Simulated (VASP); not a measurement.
The system is PtSe2 (kat).

```xyz
3
Lattice="3.7170 0.0000 0.0000 -1.8585 3.2190 0.0000 0.0000 0.0000 5.8210" Properties=species:S:1:pos:R:3 pbc="T T T"
Pt    0.0000    0.0000    0.0000
Se    1.8585    1.0730    4.5103
Se    0.0000    2.1460    1.3107
```

This cell differs from its parent crystal: strained cell.

| Item | Value |
| --- | --- |
| Program | VASP 6.6.1 |
| Task | relaxation of the atoms |
| Functional | LDA |
| Potentials or basis | VASP PAW LDA potentials, release 64 (Pt, Se) |
| Cutoff | 450 eV |
| k mesh | 9 × 9 × 6 |
| Occupations | gaussian, width 0.02 eV |
| Spin | no spin polarisation |

At the start: pressure -3.7 GPa; volume 23.22 Å³/atom.

Q: How do energy, volume and symmetry change on relaxing?

A: Over 16 steps the energy falls by 3.3 meV/atom; space group P-3m1 (No. 164, to 0.05 Å).

Step by step:
```tsv
step	energy change (eV)	largest force (eV/Å)	pressure (GPa)
1	0.0000	0.3343	-3.70
2	-0.0079	0.1539	-2.75
3	-0.0100	0.0043	-1.91
4	-0.0100	0.0027	-1.95
5	-0.0100	0.0027	-1.95
6	-0.0100	0.0027	-1.95
7	-0.0100	0.0027	-1.95
8	-0.0100	0.0027	-1.95
9	-0.0100	0.0027	-1.95
10	-0.0100	0.0026	-1.95
11	-0.0100	0.0026	-1.95
12	-0.0100	0.0026	-1.95
13	-0.0100	0.0025	-1.95
14	-0.0100	0.0024	-1.95
15	-0.0100	0.0022	-1.95
16	-0.0100	0.0018	-1.95
```

Final structure:
```cif
data_structure
_symmetry_space_group_name_H-M 'P 1'
_symmetry_Int_Tables_number 1
_cell_length_a 3.7170
_cell_length_b 3.7170
_cell_length_c 5.8210
_cell_angle_alpha 90.000
_cell_angle_beta 90.000
_cell_angle_gamma 120.000
_cell_volume 69.65
loop_
_atom_site_label
_atom_site_type_symbol
_atom_site_fract_x
_atom_site_fract_y
_atom_site_fract_z
_atom_site_occupancy
Pt1 Pt 0.00000 0.00000 0.00000 1
Se1 Se 0.66667 0.33333 0.77988 1
Se2 Se 0.33333 0.66667 0.22012 1
```

Caveat: the cell differs from its parent crystal (strained cell).
